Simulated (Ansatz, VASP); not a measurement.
**Bi2Se3 in VASP and in Ansatz**

```
CELL_PARAMETERS angstrom
2.05257 1.18505 9.29508
-2.05257 1.18505 9.29508
0.00000 -2.37011 9.29508
ATOMIC_POSITIONS crystal
Bi 0.40134 0.40134 0.40134
Bi 0.59866 0.59866 0.59866
Se 0.00000 0.00000 0.00000
Se 0.20927 0.20927 0.20927
Se 0.79073 0.79073 0.79073
```

Alike in both runs: functional LDA; k mesh 8 × 8 × 8; no spin polarisation.

Ansatz relaxed the structure, and its values are those at the end. VASP's run is a single point on that final structure, the one shown.

```csv
,VASP,Ansatz
version,VASP 6.6.1,Ansatz 0.2.0
potentials or method,"VASP PAW LDA potentials, release 64 (Bi_d, Se)","scalar-relativistic, plane waves, PAW"
plane-wave cutoff (eV),520,420
occupations,"gaussian, width 0.01 eV",fixed
valence electrons in the cell,48,78
```

Ansatz gave:

| Item | Value |
| --- | --- |
| gap on the k mesh at the Fermi level (eV) | 0.03 |
| least direct gap on the mesh (eV) | 0.03 |
| pressure (GPa) | 0.0 |
| rms of the force components (eV/Å) | 0.000 |

Task: What did VASP give for the same quantities?

Result: gap on the k mesh at the Fermi level (eV): 0.04; least direct gap on the mesh (eV): 0.04; pressure (GPa): 0.2; rms of the force components (eV/Å): 0.013.

LDA's correlation is that of Perdew and Zunger in VASP and of Perdew and Wang (1992) in Ansatz. VASP's potentials hold 48 valence electrons a cell and Ansatz's 78, so a difference there can come from the potentials and not from the codes.

Neither program's run includes spin-orbit coupling.
